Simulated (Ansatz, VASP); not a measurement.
Two plane-wave programs on MgO

```
Mg O
1.0
     3.57767    0.00000    0.00000
    -1.78883    3.09835    0.00000
     0.00000    0.00000    3.97551
Mg O
2 2
Cartesian
  1.7888 1.0328 2.9816
  0.0000 2.0656 0.9939
  1.7888 1.0328 0.9939
  0.0000 2.0656 2.9816
```

Alike in both runs: task single point; functional PBE; k mesh 9 × 9 × 6; occupations gaussian, width 0.05 eV; no spin polarisation.

|  | VASP | Ansatz |
| --- | --- | --- |
| version | VASP 6.6.1 | Ansatz 0.2.0 |
| potentials or method | VASP PAW PBE potentials, release 64 (Mg, O), cutoff 520 eV | scalar-relativistic, plane waves, PAW |
| valence electrons in the cell | 16 | 32 |

VASP gave:

```
gap on the k mesh at the Fermi level (eV)                     : 3.52
least direct gap on the mesh (eV)                             : 3.52
pressure (GPa)                                                : 6.0
traceless stress, the component that is largest in VASP (GPa) : 11.74
```

**Question.** Which values does Ansatz return?

**Answer.** gap on the k mesh at the Fermi level (eV): 3.54; least direct gap on the mesh (eV): 3.54; pressure (GPa): 6.6; traceless stress, the component that is largest in VASP (GPa): 11.75.

VASP's potentials hold 16 valence electrons a cell and Ansatz's 32, so a difference there can come from the potentials and not from the codes.
